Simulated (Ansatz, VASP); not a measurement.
Mg2Sn in VASP and in Ansatz

File INCAR:

```
SYSTEM = Mg2Sn
PREC = Accurate ; ENCUT = 520
EDIFF = 1E-8 ; ISMEAR = -1
SIGMA = 0.08 ; LREAL = .False.
LASPH = .True. ; NELM = 120
ALGO = Normal ; ISIF = 2
LWAVE = .False. ; LCHARG = .False.
LEFG = .True. ; NBANDS = 16
GGA_COMPAT = .False.
```

The input KPOINTS:

```
Automatic mesh
0
Gamma
  11 11 11
  0 0 0
```

File POSCAR:

```
Mg2Sn
1.0
    0.0000000000      3.3681972400      3.3681972400
    3.3681972400      0.0000000000      3.3681972400
    3.3681972400      3.3681972400      0.0000000000
Mg Sn
2 1
Direct
    0.2500000000      0.2500000000      0.2500000000
    0.7500000000      0.7500000000      0.7500000000
    0.0000000000      0.0000000000      0.0000000000
```

Input for Ansatz:

```yaml
crystal:
  lattice:
    - [0.0, 3.36819724, 3.36819724]
    - [3.36819724, 0.0, 3.36819724]
    - [3.36819724, 3.36819724, 0.0]
  atoms:
    - { symbol: Mg, position: [0.25, 0.25, 0.25] }
    - { symbol: Mg, position: [0.75, 0.75, 0.75] }
    - { symbol: Sn, position: [0.0, 0.0, 0.0] }
kpoints:
  mp_grid: { grid: [11, 11, 11] }
scf:
  occupations: { method: fermi_dirac, width: 0.08 }
hamiltonian:
  xc: lda
  pseudopotentials: { kind: all_electron, datasets: crystal }
output:
  forces: true
  stress: true
  eigenvalues: true
  efg: { contact_densities: true }
```

Change from the starting cell: volume scaled by 0.99, crystal datasets.

Alike in both runs: task electric field gradients; functional LDA; k mesh 11 × 11 × 11; occupations fermi-dirac, width 0.08 eV; no spin polarisation.

```csv
,VASP,Ansatz
version,VASP 6.6.1,Ansatz 0.2.0
potentials or method,"VASP PAW LDA potentials, release 64 (Mg, Sn_d), cutoff 520 eV","all-electron PAW with datasets made for the crystal, scalar-relativistic"
```

```csv
,VASP,Ansatz,Ansatz less VASP
pressure (GPa),-1.7,-1.4,+0.30
```

LDA's correlation is that of Perdew and Zunger in VASP and of Perdew and Wang (1992) in Ansatz. Ansatz ran all-electron here, and VASP with PAW potentials.
